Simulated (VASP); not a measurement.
# GaS2 (P6/mmm) in VASP: further runs

The runs below take GaS2 through single point, with PBE.

All numbers are computed with VASP 6.6.1; they aren't measurements. Logs are shortened: lines on timing, memory, paths and dates and some standing lists are left out, and cuts for length are marked.

## (1) The cell of the first run

Symmetry: P6/mmm, No. 191, hexagonal system. Conventional cell: a = 3.911 Å, b = 3.911 Å, c = 4.223 Å, α = 90.00°, β = 90.00°, γ = 120.00°. Within 4.1 Å of Ga (site symmetry 6/mmm) lie 12 S at 3.09 Å and 6 Ga at 3.91 Å. S (site symmetry -6m2) has 3 S at 2.26 Å within 3.0 Å.

## (2) Single point, PBE

Input file INCAR:

```
SYSTEM = GaS2
  PREC = Accurate
  ENCUT = 520
  EDIFF = 1E-6
  ISMEAR = 0
  SIGMA = 0.1
  LREAL = .FALSE.
  LASPH = .TRUE.
  NELM = 100
  ALGO = Normal
  ISIF = 2
  LWAVE = .FALSE.
  LCHARG = .TRUE.
  GGA = PE
  LELF = .TRUE.
  LVHAR = .TRUE.
  NBANDS = 20
```

Input file KPOINTS:

```
Automatic mesh
0
G
  6 6 4
  0 0 0
```

Input file POSCAR:

```
GaS2
1.0
    3.9111218562      0.0000000000      0.0000000000
   -1.9555609281      3.3871308848      0.0000000000
    0.0000000000      0.0000000000      4.2229721039
Ga S
1 2
Direct
    0.0000000000      0.0000000000      0.0000000000
    0.3333333333      0.6666666667      0.5000000000
    0.6666666667      0.3333333333      0.5000000000
```

Potentials or basis: VASP PAW PBE potentials, release 64 (Ga_d, S).

On the command line:

```sh
cat potpaw_PBE.64/Ga_d/POTCAR potpaw_PBE.64/S/POTCAR > POTCAR
mpirun -np 1 vasp_std > vasp.out
```

OUTCAR:

```text
SYSTEM = GaS2
   PREC = Accurate
   ENCUT = 520
   EDIFF = 1E-6
   ISMEAR = 0
   LREAL = .FALSE.
   LASPH = .TRUE.
   NELM = 100
   ISIF = 2
   GGA = PE

 ion  position               nearest neighbor table
   1  0.000  0.000  0.000-
   2  0.333  0.667  0.500-   3 2.26   3 2.26   3 2.26
   3  0.667  0.333  0.500-   2 2.26   2 2.26   2 2.26

  LATTYP: Found a hexagonal cell.
 ALAT       =     3.9111218562
 C/A-ratio  =     1.0797342193

  Lattice vectors:

 A1 = (   3.9111218562,   0.0000000000,   0.0000000000)
 A2 = (  -1.9555609281,   3.3871308848,   0.0000000000)
 A3 = (   0.0000000000,   0.0000000000,   4.2229721039)

Analysis of symmetry for initial positions (statically):
=====================================================================
 Subroutine PRICEL returns:
 Original cell was already a primitive cell.

 Routine SETGRP: Setting up the symmetry group for a
 hexagonal supercell.

 Subroutine GETGRP returns: Found 24 space group operations
 (whereof 24 operations were pure point group operations)
 out of a pool of 24 trial point group operations.

The static configuration has the point symmetry D_6h.

Analysis of symmetry for dynamics (positions and initial velocities):
=====================================================================
 Subroutine PRICEL returns:
 Original cell was already a primitive cell.

 Routine SETGRP: Setting up the symmetry group for a
 hexagonal supercell.

 Subroutine GETGRP returns: Found 24 space group operations
 (whereof 24 operations were pure point group operations)
 out of a pool of 24 trial point group operations.

The dynamic configuration has the point symmetry D_6h.

 Subroutine INISYM returns: Found 24 space group operations
 (whereof 24 operations are pure point group operations),
 and found     1 'primitive' translations

----------------------------------------------------------------------------------------

                                     Primitive cell

  volume of cell :      55.9437

  direct lattice vectors                    reciprocal lattice vectors
     3.911121856  0.000000000  0.000000000     0.255681116  0.147617561  0.000000000
    -1.955560928  3.387130885  0.000000000     0.000000000  0.295235122  0.000000000
     0.000000000  0.000000000  4.222972104     0.000000000  0.000000000  0.236800049

  length of vectors
     3.911121856  3.911121856  4.222972104     0.295235122  0.295235122  0.236800049

[... 75 lines left out ...]
   LASPH  =      T    aspherical Exc in radial PAW
   ENCUT  =  520.0 eV  38.22 Ry    6.18 a.u.   7.27  7.27  7.85*2*pi/ulx,y,z
   NELM   =    100;   NELMIN=  2; NELMDL= -5     # of ELM steps
   EDIFF  = 0.1E-05   stopping-criterion for ELM
   LREAL  =      F    real-space projection
   EDIFFG = 0.1E-04   stopping-criterion for IOM
   NSW    =      0    number of steps for IOM
   IBRION =     -1    ionic relax: 0-MD 1-quasi-New 2-CG
   NFREE  =      0    steps in history (QN), initial steepest desc. (CG)
   ISIF   =      2    stress and relaxation
   ISYM   =      2    0-nonsym 1-usesym 2-fastsym
   POTIM  = 0.5000    time-step for ionic-motion
   TEBEG  =    0.0;   TEEND  =   0.0 temperature during run
   PSTRESS=    0.0 pullay stress
   NELECT =      25.0000    total number of electrons
   NUPDOWN=      -1.0000    fix difference up-down
   EMIN   =  10.00;   EMAX   =-10.00  energy-range for DOS
   EFERMI =   0.00;   METHOD = LEGACY
   ISMEAR =     0;   SIGMA  =   0.10  broadening in eV -4-tet -1-fermi 0-gaus
   EFERMI_NEDOS =   21; number of points for ismear=-14 and -15
   IALGO  =     38    algorithm
   IMIX   =      4    mixing-type and parameters
     AMIX     =   0.40;   BMIX     =  1.00
     AMIX_MAG =   1.60;   BMIX_MAG =  1.00
  volume/ion in A,a.u.               =      18.65       125.84
  Fermi-wavevector in a.u.,A,eV,Ry     =   1.251616  2.365211 21.314095  1.566542
  Thomas-Fermi vector in A             =   2.385555
   LORBIT       =      0    0 simple, 1 ext, 2 COOP (PROOUT), +10 PAW based schemes
   GGA     = PE    functional components
   LHFCALC =     F    Hartree Fock is set to
   AEXX    =    0.0000 exact exchange contribution
   IVDW    =     0    specifies the selected vdW correction
   LEPSILON=     F    determine dielectric tensor
   LRPA    =     F    only Hartree local field effects (RPA)
 non-spin polarized calculation
 Gauss-broadening in eV      SIGMA  =   0.10
  energy-cutoff  :      520.00
  volume of cell :       55.94
 maximum number of plane-waves:      1545
 NGX is ok and might be reduce to    30
   NGX = 15   NGY = 15   NGZ = 15

 number of electron      25.0000007 magnetization

 Free energy of the ion-electron system (eV)
  ---------------------------------------------------
  ext. energy  EPLUGINS =         0.00000000
  ---------------------------------------------------
  free energy    TOTEN  =        -9.34744731 eV

  energy without entropy =       -9.34560048  energy(sigma->0) =       -9.34652389

 E-fermi :   6.0711     XC(G=0): -10.3517

 val. band max:        5.9224674170   @ k =   0.1667   0.1667   0.2500
 cond. band min:       6.1887225430   @ k =   0.1667   0.0000   0.5000
 fundamental gap:      0.2662551260
 Fermi energy:         6.0710640805

 k-point     1 :       0.0000    0.0000    0.0000
  band No.  band energies     occupation
      1     -11.0481      2.00000
      2      -8.6029      2.00000
      3      -8.6029      2.00000
      4      -8.5986      2.00000
      5      -8.5887      2.00000
      6      -8.5887      2.00000
[... 472 lines left out ...]
     19      16.4897      0.00000
     20      16.6805      0.00000

------------------------ aborting loop because EDIFF is reached ----------------------------------------

  FORCE on cell =-STRESS in cart. coord.  units (eV):
  Direction    XX          YY          ZZ          XY          YZ          ZX
  --------------------------------------------------------------------------------------
  -------------------------------------------------------------------------------------
  Total        5.2056379      5.2056379      0.5234827      0.0000000      0.0000000     -0.0000000
  in kB      149.0846726    149.0846726     14.9920635      0.0000000      0.0000000     -0.0000000
  external PRESSURE =     104.3871363 kB  Pullay stress =       0.0000000 kB

 VOLUME and BASIS-vectors are now :
 -----------------------------------------------------------------------------
  energy-cutoff  :      520.00
  volume of cell :       55.94
      direct lattice vectors                 reciprocal lattice vectors
     3.911121856  0.000000000  0.000000000     0.255681116  0.147617561  0.000000000
    -1.955560928  3.387130885  0.000000000     0.000000000  0.295235122  0.000000000
     0.000000000  0.000000000  4.222972104     0.000000000  0.000000000  0.236800049

 POSITION                                       TOTAL-FORCE (eV/Angst)
 -----------------------------------------------------------------------------------
      0.00000      0.00000      0.00000        -0.000000      0.000000      0.000000
     -0.00000      2.25809      2.11149        -0.000000     -0.000000      0.000000
      1.95556      1.12904      2.11149         0.000000      0.000000      0.000000
 -----------------------------------------------------------------------------------
    total drift:                                0.000000     -0.000000      0.000000

  FREE ENERGIE OF THE ION-ELECTRON SYSTEM (eV)
  ---------------------------------------------------
  free  energy   TOTEN  =        -9.3474473068 eV

  energy  without entropy=       -9.3456004796  energy(sigma->0) =       -9.34652389
```

OSZICAR:

```text
N       E                     dE             d eps       ncg     rms          rms(c)
DAV:   1     0.166561768480E+03    0.16656E+03   -0.12076E+04   880   0.163E+03
DAV:   2     0.874682415175E+01   -0.15781E+03   -0.15074E+03   900   0.376E+02
DAV:   3    -0.895442513081E+01   -0.17701E+02   -0.17330E+02  1056   0.963E+01
DAV:   4    -0.945550082755E+01   -0.50108E+00   -0.49589E+00   992   0.162E+01
DAV:   5    -0.946831915650E+01   -0.12818E-01   -0.12813E-01  1084   0.260E+00    0.185E+01
DAV:   6    -0.936253801020E+01    0.10578E+00   -0.16037E-01  1272   0.422E+00    0.112E+01
DAV:   7    -0.934950760018E+01    0.13030E-01   -0.11219E-01  1160   0.223E+00    0.353E-01
DAV:   8    -0.934739358428E+01    0.21140E-02   -0.16660E-02  1060   0.120E+00    0.123E-01
DAV:   9    -0.934742386368E+01   -0.30279E-04   -0.13341E-03  1032   0.214E-01    0.397E-02
DAV:  10    -0.934743669592E+01   -0.12832E-04   -0.85493E-05  1124   0.109E-01    0.230E-02
DAV:  11    -0.934744587250E+01   -0.91766E-05   -0.22419E-05   972   0.349E-02    0.857E-03
DAV:  12    -0.934744729957E+01   -0.14271E-05   -0.23720E-06   888   0.140E-02    0.490E-03
DAV:  13    -0.934744730679E+01   -0.72200E-08   -0.25795E-07   564   0.462E-03
   1 F= -.93474473E+01 E0= -.93465239E+01  d E =-.184683E-02
```

Run time: 10 s. Hardware: 1 thread of Intel Xeon 6975P-C (Granite Rapids), shared host; peak memory 0.17 GiB.

Results:

- Free energy: -9.3474 eV
- Pressure: 10.4 GPa

Levels at points of the mesh, in eV from the Fermi level:
```tsv
k point	band 10	band 11	band 12	band 13	band 14	band 15	band 16	band 17
(0.00, 0.00, 0.00)	-5.70	-4.88	-1.27	-1.27	0.79	4.64	6.41	6.68
(0.50, 0.00, 0.00)	-3.71	-2.36	-1.48	0.46	2.54	3.42	3.51	4.24
(0.00, 0.00, 0.50)	-6.05	-0.74	-0.74	-0.15	0.20	2.57	4.32	4.32
(0.50, 0.00, 0.50)	-5.45	-4.40	-1.09	2.05	2.61	3.56	3.89	4.68
```

Caveat: the k points lie up to 0.37 Å⁻¹ apart.

## (3) Single point, PBE

This run uses another cell than the first one, of 19.68 Å³/atom, 1.056 times its volume.

Input file INCAR:

```
SYSTEM = GaS2
  PREC = Accurate
  ENCUT = 520
  EDIFF = 1E-6
  ISMEAR = 0
  SIGMA = 0.1
  LREAL = .False.
  LASPH = .True.
  NELM = 80
  ALGO = Normal
  ISIF = 2
  LWAVE = .False.
  LCHARG = .True.
  GGA = PE
  LELF = .True.
  LVHAR = .True.
  NBANDS = 20
```

Input file KPOINTS:

```
Automatic mesh
0
Gamma
  6 6 4
  0 0 0
```

Input file POSCAR:

```
GaS2
1.0
    4.3315836350      0.0000000000      0.0000000000
   -2.1657918175      3.7512614665      0.0000000000
    0.0000000000      0.0000000000      3.6341749053
Ga S
1 2
Direct
    0.0000000000      0.0000000000      0.0000000000
    0.3333333333      0.6666666667      0.5000000000
    0.6666666667      0.3333333333      0.5000000000
```

Potentials or basis: VASP PAW PBE potentials, release 64 (Ga_d, S).

On the command line:

```sh
cat potpaw_PBE.64/Ga_d/POTCAR potpaw_PBE.64/S/POTCAR > POTCAR
mpirun -np 1 vasp_std > vasp.out
```

OUTCAR:

```text
SYSTEM = GaS2
   PREC = Accurate
   ENCUT = 520
   EDIFF = 1E-6
   ISMEAR = 0
   LREAL = .False.
   LASPH = .True.
   NELM = 80
   ISIF = 2
   GGA = PE

 ion  position               nearest neighbor table
   1  0.000  0.000  0.000-
   2  0.333  0.667  0.500-   3 2.50   3 2.50   3 2.50
   3  0.667  0.333  0.500-   2 2.50   2 2.50   2 2.50

  LATTYP: Found a hexagonal cell.
 ALAT       =     4.3315836350
 C/A-ratio  =     0.8389945137

  Lattice vectors:

 A1 = (   4.3315836350,   0.0000000000,   0.0000000000)
 A2 = (  -2.1657918175,   3.7512614665,   0.0000000000)
 A3 = (   0.0000000000,   0.0000000000,   3.6341749053)

Analysis of symmetry for initial positions (statically):
=====================================================================
 Subroutine PRICEL returns:
 Original cell was already a primitive cell.

 Routine SETGRP: Setting up the symmetry group for a
 hexagonal supercell.

 Subroutine GETGRP returns: Found 24 space group operations
 (whereof 24 operations were pure point group operations)
 out of a pool of 24 trial point group operations.

The static configuration has the point symmetry D_6h.

Analysis of symmetry for dynamics (positions and initial velocities):
=====================================================================
 Subroutine PRICEL returns:
 Original cell was already a primitive cell.

 Routine SETGRP: Setting up the symmetry group for a
 hexagonal supercell.

 Subroutine GETGRP returns: Found 24 space group operations
 (whereof 24 operations were pure point group operations)
 out of a pool of 24 trial point group operations.

The dynamic configuration has the point symmetry D_6h.

 Subroutine INISYM returns: Found 24 space group operations
 (whereof 24 operations are pure point group operations),
 and found     1 'primitive' translations

[... 106 lines left out ...]
   EFERMI =   0.00;   METHOD = LEGACY
   ISMEAR =     0;   SIGMA  =   0.10  broadening in eV -4-tet -1-fermi 0-gaus
   EFERMI_NEDOS =   21; number of points for ismear=-14 and -15
   IALGO  =     38    algorithm
   IMIX   =      4    mixing-type and parameters
     AMIX     =   0.40;   BMIX     =  1.00
     AMIX_MAG =   1.60;   BMIX_MAG =  1.00
  volume/ion in A,a.u.               =      19.68       132.83
  Fermi-wavevector in a.u.,A,eV,Ry     =   1.229263  2.322971 20.559600  1.511088
  Thomas-Fermi vector in A             =   2.364157
   LORBIT       =      0    0 simple, 1 ext, 2 COOP (PROOUT), +10 PAW based schemes
   GGA     = PE    functional components
   LHFCALC =     F    Hartree Fock is set to
   AEXX    =    0.0000 exact exchange contribution
   IVDW    =     0    specifies the selected vdW correction
   LEPSILON=     F    determine dielectric tensor
   LRPA    =     F    only Hartree local field effects (RPA)
 non-spin polarized calculation
 Gauss-broadening in eV      SIGMA  =   0.10
  energy-cutoff  :      520.00
  volume of cell :       59.05
 maximum number of plane-waves:      1609
   NGX = 17   NGY = 17   NGZ = 13

 number of electron      24.9999987 magnetization

 Free energy of the ion-electron system (eV)
  ---------------------------------------------------
  ext. energy  EPLUGINS =         0.00000000
  ---------------------------------------------------
  free energy    TOTEN  =        -9.87238581 eV

  energy without entropy =       -9.85895437  energy(sigma->0) =       -9.86567009

 E-fermi :   5.0520     XC(G=0): -10.2055

 val. band max:        5.0508894309   @ k =   0.1667   0.1667   0.0000
 cond. band min:       5.1474730348   @ k =   0.1667   0.0000   0.5000
 fundamental gap:      0.0965836039
 Fermi energy:         5.0519789115

 k-point     1 :       0.0000    0.0000    0.0000
  band No.  band energies     occupation
      1     -10.2481      2.00000
      2      -9.4536      2.00000
      3      -9.4417      2.00000
      4      -9.4417      2.00000
      5      -9.4247      2.00000
      6      -9.4247      2.00000
[... 472 lines left out ...]
     19      16.6634      0.00000
     20      16.6756      0.00000

------------------------ aborting loop because EDIFF is reached ----------------------------------------

  FORCE on cell =-STRESS in cart. coord.  units (eV):
  Direction    XX          YY          ZZ          XY          YZ          ZX
  --------------------------------------------------------------------------------------
  -------------------------------------------------------------------------------------
  Total        0.0103484      0.0103484     -0.0636996     -0.0000000      0.0000000      0.0000000
  in kB        0.2807708      0.2807708     -1.7282941     -0.0000000      0.0000000      0.0000000
  external PRESSURE =      -0.3889175 kB  Pullay stress =       0.0000000 kB

 VOLUME and BASIS-vectors are now :
 -----------------------------------------------------------------------------
  energy-cutoff  :      520.00
  volume of cell :       59.05
      direct lattice vectors                 reciprocal lattice vectors
     4.331583635  0.000000000  0.000000000     0.230862448  0.133288496  0.000000000
    -2.165791818  3.751261466  0.000000000     0.000000000  0.266576993  0.000000000
     0.000000000  0.000000000  3.634174905     0.000000000  0.000000000  0.275165622

 POSITION                                       TOTAL-FORCE (eV/Angst)
 -----------------------------------------------------------------------------------
      0.00000      0.00000      0.00000        -0.000000      0.000000      0.000000
     -0.00000      2.50084      1.81709        -0.000000     -0.000000     -0.000000
      2.16579      1.25042      1.81709         0.000000      0.000000      0.000000
 -----------------------------------------------------------------------------------
    total drift:                                0.000000     -0.000000      0.000000

  FREE ENERGIE OF THE ION-ELECTRON SYSTEM (eV)
  ---------------------------------------------------
  free  energy   TOTEN  =        -9.8723858091 eV

  energy  without entropy=       -9.8589543666  energy(sigma->0) =       -9.86567009
```

It took 8.7 s on 1 thread of Intel Xeon 6975P-C (Granite Rapids), shared host; peak memory 0.18 GiB.

Results:

* Free energy: -9.8724 eV
* Pressure: 0.0 GPa

Caveat: the k points lie up to 0.43 Å⁻¹ apart.
